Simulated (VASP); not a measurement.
# ScRu3 (I4/mmm) in VASP: a series of runs

ScRu3 is run at these levels: PBEsol; tasks: single point.

Program: VASP 6.6.1. These are calculated values, not measurements. Logs are shortened: lines on timing, memory, paths and dates and some standing lists are left out, and cuts for length are marked.

## Step 1: The cell of the first run

It takes space group I4/mmm (No. 139, tetragonal). Conventional cell: a = 3.899 Å, b = 3.899 Å, c = 8.045 Å, α = 90.00°, β = 90.00°, γ = 90.00°. Within 3.6 Å of Ru (site symmetry 4/mmm) lie 4 Sc at 2.76 Å and 8 Ru at 2.80 Å. Within 3.6 Å of Ru (site symmetry -4m2) lie 8 Ru at 2.76 to 2.80 Å and 4 Sc at 2.80 Å. Sc (site symmetry 4/mmm) has 12 Ru at 2.76 to 2.80 Å within 3.6 Å.

## Step 2: Single point, PBEsol

INCAR

```
SYSTEM = ScRu3
PREC = Accurate ; ENCUT = 520
EDIFF = 1E-7 ; ISMEAR = -1
SIGMA = 0.05 ; LREAL = .False.
LASPH = .True. ; NELM = 60
ALGO = Normal ; ISIF = 2
LWAVE = .False. ; LCHARG = .True.
GGA = PS ; LELF = .True.
LVHAR = .True. ; NBANDS = 34
```

KPOINTS

```
Automatic mesh
0
Gamma
  7 7 7
  0 0 0
```

POSCAR

```
ScRu3
1.0
   -1.9492590000      1.9492590000      4.0222910000
    1.9492590000     -1.9492590000      4.0222910000
    1.9492590000      1.9492590000     -4.0222910000
Ru Sc
3 1
Direct
    0.5000000000      0.5000000000      0.0000000000
    0.2500000000      0.7500000000      0.5000000000
    0.7500000000      0.2500000000      0.5000000000
    0.0000000000      0.0000000000      0.0000000000
```

Potentials or basis: VASP PAW PBE potentials, release 64 (Ru_pv, Sc_sv).

On the command line:

```sh
$ cat potpaw_PBE.64/Ru_pv/POTCAR potpaw_PBE.64/Sc_sv/POTCAR > POTCAR
$ mpirun -np 1 vasp_std > vasp.out
```

OUTCAR:

```text
SYSTEM = ScRu3
   PREC = Accurate
   ENCUT = 520
   EDIFF = 1E-7
   ISMEAR = -1
   LREAL = .False.
   LASPH = .True.
   NELM = 60
   ISIF = 2
   GGA = PS

 ion  position               nearest neighbor table
   1  0.500  0.500  0.000-   4 2.76   4 2.76   4 2.76   4 2.76   3 2.80   2 2.80   3 2.80   3 2.80
                             2 2.80   2 2.80   3 2.80   2 2.80
   2  0.250  0.750  0.500-   3 2.76   3 2.76   3 2.76   3 2.76   4 2.80   1 2.80   4 2.80   1 2.80
                             4 2.80   4 2.80   1 2.80   1 2.80
   3  0.750  0.250  0.500-   2 2.76   2 2.76   2 2.76   2 2.76   4 2.80   1 2.80   4 2.80   4 2.80
                             1 2.80   1 2.80   4 2.80   1 2.80
   4  0.000  0.000  0.000-   1 2.76   1 2.76   1 2.76   1 2.76   3 2.80   2 2.80   3 2.80   2 2.80
                             3 2.80   3 2.80   2 2.80   2 2.80

  LATTYP: Found a body centered tetragonal cell.
 ALAT       =     3.8985180000
 C/A-ratio  =     2.0634974624

  Lattice vectors:

 A1 = (  -1.9492590000,   1.9492590000,   4.0222910000)
 A2 = (   1.9492590000,  -1.9492590000,   4.0222910000)
 A3 = (   1.9492590000,   1.9492590000,  -4.0222910000)

Analysis of symmetry for initial positions (statically):
=====================================================================
 Subroutine PRICEL returns:
 Original cell was already a primitive cell.

 Routine SETGRP: Setting up the symmetry group for a
 body centered tetragonal supercell.

 Subroutine GETGRP returns: Found 16 space group operations
 (whereof 16 operations were pure point group operations)
 out of a pool of 16 trial point group operations.

The static configuration has the point symmetry D_4h.

Analysis of symmetry for dynamics (positions and initial velocities):
=====================================================================
 Subroutine PRICEL returns:
 Original cell was already a primitive cell.

 Routine SETGRP: Setting up the symmetry group for a
 body centered tetragonal supercell.

 Subroutine GETGRP returns: Found 16 space group operations
 (whereof 16 operations were pure point group operations)
 out of a pool of 16 trial point group operations.

The dynamic configuration has the point symmetry D_4h.

 Subroutine INISYM returns: Found 16 space group operations
 (whereof 16 operations are pure point group operations),
 and found     1 'primitive' translations

----------------------------------------------------------------------------------------

                                     Primitive cell

  volume of cell :      61.1326

  direct lattice vectors                    reciprocal lattice vectors
    -1.949259000  1.949259000  4.022291000     0.000000000  0.256507729  0.124307267
     1.949259000 -1.949259000  4.022291000     0.256507729  0.000000000  0.124307267
     1.949259000  1.949259000 -4.022291000     0.256507729  0.256507729  0.000000000

  length of vectors
     4.876273801  4.876273801  4.876273801     0.285041246  0.285041246  0.362756710

  position of ions in fractional coordinates (direct lattice)
     0.500000000  0.500000000  0.000000000
     0.250000000  0.750000000  0.500000000
     0.750000000  0.250000000  0.500000000
     0.000000000  0.000000000  0.000000000

  ion indices of the primitive-cell ions
   primitive index   ion index
                 1           1
                 2           2
                 3           3
                 4           4

----------------------------------------------------------------------------------------

 KPOINTS: Automatic mesh

Automatic generation of k-mesh.
 Grid dimensions read from file:
 generate k-points for:    7    7    7

 Generating k-lattice:

  Cartesian coordinates                     Fractional coordinates (reciprocal lattice)
     0.000000000  0.036643961  0.017758181     0.142857143  0.000000000  0.000000000
     0.036643961  0.000000000  0.017758181     0.000000000  0.142857143  0.000000000
     0.036643961  0.036643961  0.000000000     0.000000000  0.000000000  0.142857143

  Length of vectors
     0.040720178  0.040720178  0.051822387

  Shift w.r.t. Gamma in fractional coordinates (k-lattice)
     0.000000000  0.000000000  0.000000000

 Subroutine IBZKPT returns following result:
 ===========================================

 Found     40 irreducible k-points:

 Following reciprocal coordinates:
            Coordinates               Weight
  0.000000  0.000000  0.000000      1.000000
  0.142857 -0.000000  0.000000      8.000000
  0.285714 -0.000000  0.000000      8.000000
  0.428571 -0.000000  0.000000      8.000000
  0.142857  0.142857  0.000000      8.000000
  0.285714  0.142857  0.000000     16.000000
[... 16 lines left out ...]
 -0.142857  0.285714  0.142857      8.000000
 -0.428571  0.428571  0.142857      8.000000
 [... further k-points ...]
   k-points           NKPTS =     40   k-points in BZ     NKDIM =     40   number of bands    NBANDS=     34
   number of dos      NEDOS =    301   number of ions     NIONS =      4
   total plane-waves  NPLWV =  46656
   dimension x,y,z NGX =    36 NGY =   36 NGZ =   36
   dimension x,y,z NGXF=    72 NGYF=   72 NGZF=   72
   ions per type =               3   1
   NGX,Y,Z   is equivalent  to a cutoff of  12.27, 12.27, 12.27 a.u.
   NGXF,Y,Z  is equivalent  to a cutoff of  24.55, 24.55, 24.55 a.u.
 SYSTEM =  ScRu3
   PREC   = accura    normal or accurate (medium, high low for compatibility)
   ISTART =      0    job   : 0-new  1-cont  2-samecut
   ICHARG =      2    charge: 1-file 2-atom 10-const
   ISPIN  =      1    spin polarized calculation?
   LNONCOLLINEAR =      F non collinear calculations
   LSORBIT =      F    spin-orbit coupling
   LASPH  =      T    aspherical Exc in radial PAW
   ENCUT  =  520.0 eV  38.22 Ry    6.18 a.u.   9.07  9.07  9.07*2*pi/ulx,y,z
   NELM   =     60;   NELMIN=  2; NELMDL= -5     # of ELM steps
   EDIFF  = 0.1E-06   stopping-criterion for ELM
   LREAL  =      F    real-space projection
   EDIFFG = 0.1E-05   stopping-criterion for IOM
   NSW    =      0    number of steps for IOM
   IBRION =     -1    ionic relax: 0-MD 1-quasi-New 2-CG
   NFREE  =      0    steps in history (QN), initial steepest desc. (CG)
   ISIF   =      2    stress and relaxation
   ISYM   =      2    0-nonsym 1-usesym 2-fastsym
   POTIM  = 0.5000    time-step for ionic-motion
   TEBEG  =    0.0;   TEEND  =   0.0 temperature during run
   PSTRESS=    0.0 pullay stress
   NELECT =      53.0000    total number of electrons
   NUPDOWN=      -1.0000    fix difference up-down
   EMIN   =  10.00;   EMAX   =-10.00  energy-range for DOS
   EFERMI =   0.00;   METHOD = LEGACY
   ISMEAR =    -1;   SIGMA  =   0.05  broadening in eV -4-tet -1-fermi 0-gaus
   EFERMI_NEDOS =   21; number of points for ismear=-14 and -15
   IALGO  =     38    algorithm
   IMIX   =      4    mixing-type and parameters
     AMIX     =   0.40;   BMIX     =  1.00
     AMIX_MAG =   1.60;   BMIX_MAG =  1.00
  volume/ion in A,a.u.               =      15.28       103.14
  Fermi-wavevector in a.u.,A,eV,Ry     =   1.561023  2.949905 33.154573  2.436792
  Thomas-Fermi vector in A             =   2.664149
   LORBIT       =      0    0 simple, 1 ext, 2 COOP (PROOUT), +10 PAW based schemes
   GGA     = PS    functional components
   LHFCALC =     F    Hartree Fock is set to
   AEXX    =    0.0000 exact exchange contribution
   IVDW    =     0    specifies the selected vdW correction
   LEPSILON=     F    determine dielectric tensor
   LRPA    =     F    only Hartree local field effects (RPA)
 non-spin polarized calculation
  energy-cutoff  :      520.00
  volume of cell :       61.13
 maximum number of plane-waves:      1667
   NGX = 19   NGY = 19   NGZ = 19

 number of electron      52.9999992 magnetization

 Free energy of the ion-electron system (eV)
  ---------------------------------------------------
  ext. energy  EPLUGINS =         0.00000000
  ---------------------------------------------------
  free energy    TOTEN  =       -37.03206556 eV

  energy without entropy =      -36.98540120  energy(sigma->0) =      -37.00873338

 E-fermi :   9.4776     XC(G=0): -13.1798

 val. band max:        9.4765607340   @ k =  -0.2857  -0.2857   0.1429
 cond. band min:       9.4813103577   @ k =  -0.4286   0.2857  -0.0000
 fundamental gap:      0.0047496237
 Fermi energy:         9.4776207515

 k-point     1 :       0.0000    0.0000    0.0000
  band No.  band energies     occupation
      1     -38.6392      2.00000
      2     -33.0203      2.00000
      3     -32.9741      2.00000
      4     -32.9741      2.00000
      5     -32.7410      2.00000
      6     -32.7410      2.00000
[... 26 lines left out ...]
     33      13.4697      0.00000
     34      13.4697      0.00000

 k-point     2 :       0.1429   -0.0000    0.0000
  band No.  band energies     occupation
      1     -38.6401      2.00000
      2     -33.0266      2.00000
      3     -32.9593      2.00000
      4     -32.9401      2.00000
      5     -32.7711      2.00000
      6     -32.7431      2.00000
[... 26 lines left out ...]
     33      13.4936      0.00000
     34      14.3439      0.00000

 k-point     3 :       0.2857   -0.0000    0.0000
  band No.  band energies     occupation
      1     -38.6421      2.00000
      2     -33.0087      2.00000
      3     -32.9190      2.00000
      4     -32.8950      2.00000
      5     -32.7839      2.00000
      6     -32.7533      2.00000
[... 26 lines left out ...]
     33      13.0501      0.00000
     34      13.7302      0.00000
[... 704 lines left out ...]
 k-point    23 :      -0.1429    0.2857    0.1429
  band No.  band energies     occupation
      1     -38.6433      2.00000
      2     -32.9870      2.00000
      3     -32.8524      2.00000
      4     -32.8422      2.00000
      5     -32.8096      2.00000
      6     -32.7888      2.00000
[... 26 lines left out ...]
     33      12.8415      0.00000
     34      13.7432      0.00000

 k-point    24 :      -0.4286    0.4286    0.1429
  band No.  band energies     occupation
      1     -38.6411      2.00000
      2     -33.0567      2.00000
      3     -33.0074      2.00000
      4     -32.8916      2.00000
      5     -32.7467      2.00000
      6     -32.7358      2.00000
[... 26 lines left out ...]
     33      13.2832      0.00000
     34      13.6554      0.00000

 [... further k-points ...]

------------------------ aborting loop because EDIFF is reached ----------------------------------------

  FORCE on cell =-STRESS in cart. coord.  units (eV):
  Direction    XX          YY          ZZ          XY          YZ          ZX
  --------------------------------------------------------------------------------------
  -------------------------------------------------------------------------------------
  Total       -3.6298491     -3.6298491     -3.4453058      0.0000000     -0.0000000     -0.0000000
  in kB      -95.1319896    -95.1319896    -90.2954328      0.0000000     -0.0000000     -0.0000000
  external PRESSURE =     -93.5198040 kB  Pullay stress =       0.0000000 kB

 VOLUME and BASIS-vectors are now :
 -----------------------------------------------------------------------------
  energy-cutoff  :      520.00
  volume of cell :       61.13
      direct lattice vectors                 reciprocal lattice vectors
    -1.949259000  1.949259000  4.022291000     0.000000000  0.256507729  0.124307267
     1.949259000 -1.949259000  4.022291000     0.256507729  0.000000000  0.124307267
     1.949259000  1.949259000 -4.022291000     0.256507729  0.256507729  0.000000000

 POSITION                                       TOTAL-FORCE (eV/Angst)
 -----------------------------------------------------------------------------------
      0.00000      0.00000      4.02229         0.000000      0.000000     -0.000000
      1.94926     -0.00000      2.01115         0.000000     -0.000000      0.000000
     -0.00000      1.94926      2.01115        -0.000000      0.000000     -0.000000
      0.00000      0.00000      0.00000         0.000000      0.000000     -0.000000
 -----------------------------------------------------------------------------------
    total drift:                               -0.000000      0.000000      0.000000

  FREE ENERGIE OF THE ION-ELECTRON SYSTEM (eV)
  ---------------------------------------------------
  free  energy   TOTEN  =       -37.0320655558 eV

  energy  without entropy=      -36.9854012006  energy(sigma->0) =      -37.00873338
```

It took 2.8 min on 1 thread of Oxide Virtual Turin-like, shared host; peak memory 0.21 GiB.

What came out:

```
Free energy            : -37.0321 eV
Pressure               : -9.4 GPa
Band gap on the k mesh : zero (an odd number of electrons rules out a gap without spin polarisation)
```

Stress tensor (GPa, compression positive):
```
-9.51  0.00  0.00
 0.00 -9.51  0.00
 0.00  0.00 -9.03
```

Levels at points of the mesh, in eV from the Fermi level:
| k point | band 22 | band 23 | band 24 | band 25 | band 26 | band 27 | band 28 | band 29 | band 30 | band 31 |
| --- | --- | --- | --- | --- | --- | --- | --- | --- | --- | --- |
| (0.00, 0.00, 0.00) | -2.26 | -1.31 | -0.42 | -0.42 | -0.21 | -0.03 | 0.88 | 2.34 | 3.12 | 3.39 |

Caveat: the cell stands under tension; the PAW data sets were made with another functional, which shifts forces and pressure a little.

## Step 3: Single point, PBEsol

INCAR

```
  PREC = Accurate
  ENCUT = 520
  EDIFF = 1E-6
  ISMEAR = -1
  SIGMA = 0.05
  LREAL = False
  LASPH = True
  NELM = 60
  ALGO = Fast
  ISIF = 2
  LWAVE = False
  LCHARG = True
  GGA = PS
  LELF = True
  LVHAR = True
  NBANDS = 34
```

KPOINTS

```
regular mesh
0
Gamma
  9 9 9
```

POSCAR is that of step 2.

Potentials or basis: VASP PAW PBE potentials, release 64 (Ru_pv, Sc_sv).

On the command line:

```sh
$ cat potpaw_PBE.64/Ru_pv/POTCAR potpaw_PBE.64/Sc_sv/POTCAR > POTCAR
$ mpirun -np 1 vasp_std > vasp.out
```

OUTCAR:

```text
PREC = Accurate
   ENCUT = 520
   EDIFF = 1E-6
   ISMEAR = -1
   LREAL = False
   LASPH = True
   NELM = 60
   ISIF = 2
   GGA = PS

 ion  position               nearest neighbor table
   1  0.500  0.500  0.000-   4 2.76   4 2.76   4 2.76   4 2.76   3 2.80   2 2.80   3 2.80   3 2.80
                             2 2.80   2 2.80   3 2.80   2 2.80
   2  0.250  0.750  0.500-   3 2.76   3 2.76   3 2.76   3 2.76   4 2.80   1 2.80   4 2.80   1 2.80
                             4 2.80   4 2.80   1 2.80   1 2.80
   3  0.750  0.250  0.500-   2 2.76   2 2.76   2 2.76   2 2.76   4 2.80   1 2.80   4 2.80   4 2.80
[... 1093 lines left out ...]
  --------------------------------------------------------------------------------------
  -------------------------------------------------------------------------------------
  Total       -3.6407152     -3.6407152     -3.4342976      0.0000000     -0.0000000      0.0000000
  in kB      -95.4167697    -95.4167697    -90.0069275      0.0000000     -0.0000000      0.0000000
  external PRESSURE =     -93.6134890 kB  Pullay stress =       0.0000000 kB

 VOLUME and BASIS-vectors are now :
 -----------------------------------------------------------------------------
  energy-cutoff  :      520.00
  volume of cell :       61.13
      direct lattice vectors                 reciprocal lattice vectors
    -1.949259000  1.949259000  4.022291000     0.000000000  0.256507729  0.124307267
     1.949259000 -1.949259000  4.022291000     0.256507729  0.000000000  0.124307267
     1.949259000  1.949259000 -4.022291000     0.256507729  0.256507729  0.000000000

 POSITION                                       TOTAL-FORCE (eV/Angst)
 -----------------------------------------------------------------------------------
      0.00000      0.00000      4.02229         0.000000     -0.000000     -0.000000
      1.94926     -0.00000      2.01115         0.000000      0.000000      0.000000
     -0.00000      1.94926      2.01115        -0.000000     -0.000000     -0.000000
      0.00000      0.00000      0.00000         0.000000     -0.000000     -0.000000
 -----------------------------------------------------------------------------------
    total drift:                               -0.000000      0.000000      0.000000

  FREE ENERGIE OF THE ION-ELECTRON SYSTEM (eV)
  ---------------------------------------------------
  free  energy   TOTEN  =       -37.0157981257 eV

  energy  without entropy=      -36.9616026622  energy(sigma->0) =      -36.98870039
```

stdout:

```text
POSCAR found type information on POSCAR RuSc
 POSCAR found :  2 types and       4 ions
 scaLAPACK will be used
 -----------------------------------------------------------------------------
|                                                                             |
|                                                                             |
|     You enforced a specific xc type in the INCAR file but a different       |
|     I HOPE YOU KNOW WHAT YOU ARE DOING!                                     |
|                                                                             |
 -----------------------------------------------------------------------------

 LDA part: xc-table for (Slater+PW92), standard interpolation
 POSCAR, INCAR and KPOINTS ok, starting setup
 FFT: planning ... GRIDC
 FFT: planning ... GRID_SOFT
 FFT: planning ... GRID
 WAVECAR not read
 entering main loop
```

Wall time 4.3 min (1 thread of Oxide Virtual Turin-like, shared host); peak memory 0.26 GiB.

Results:

```yaml
Free_energy: -37.0158 eV
Pressure: -9.4 GPa
Band_gap_on_the_k_mesh: zero (an odd number of electrons rules out a gap without spin polarisation)
```

Stress tensor (GPa, compression positive):
```
-9.54  0.00  0.00
 0.00 -9.54  0.00
 0.00  0.00 -9.00
```

Caveat: the cell stands under tension; the PAW data sets were made with another functional, which shifts forces and pressure a little.

[end of part 1 of 3]
